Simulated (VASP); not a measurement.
Here is a VASP 6.6.1 calculation.

The input INCAR:

```
PREC = Accurate
ENCUT = 600
EDIFF = 1E-6
ISMEAR = -1
SIGMA = 0.05
LREAL = False
LASPH = True
NELM = 80
ALGO = Normal
ISIF = 3
LWAVE = False
LCHARG = False
GGA = RP
IVDW = 13
IBRION = 2
NSW = 80
EDIFFG = -0.01
```

KPOINTS

```
Automatic mesh
0
Gamma
  11 11 11
```

The input POSCAR:

```
Au
1.0
    0.0000000000      2.0350000000      2.0350000000
    2.0350000000      0.0000000000      2.0350000000
    2.0350000000      2.0350000000      0.0000000000
Au
1
Direct
    0.0000000000      0.0000000000      0.0000000000
```

Potentials or basis: VASP PAW PBE potentials, release 64 (Au).

The run is started by

```bash
$ cat potpaw_PBE.64/Au/POTCAR > POTCAR
$ mpirun -np 1 vasp_std > vasp.out
```

Question: Predict the dispersion energy per atom.

Answer: -1.296 eV.

Question: What does it give for the relaxed volume?

Answer: 17.16 Å³/atom.

Question: Predict the space group after relaxing (to 0.05 Å).

Answer: Fm-3m (No. 225).

Step by step:
```
step  energy change (eV)  largest force (eV/Å)  pressure (GPa)  volume (Å³)
   1              0.0000                0.0000            3.11        16.85
   2              0.0042                0.0000           -4.35        17.67
   3             -0.0029                0.0000           -0.01        17.16
```

Caveat: the PAW data sets were made with another functional, which shifts forces and pressure a little; pairwise dispersion overbinds metals, which lowers pressure and volume. Zero-point motion and thermal expansion aren't in these numbers.
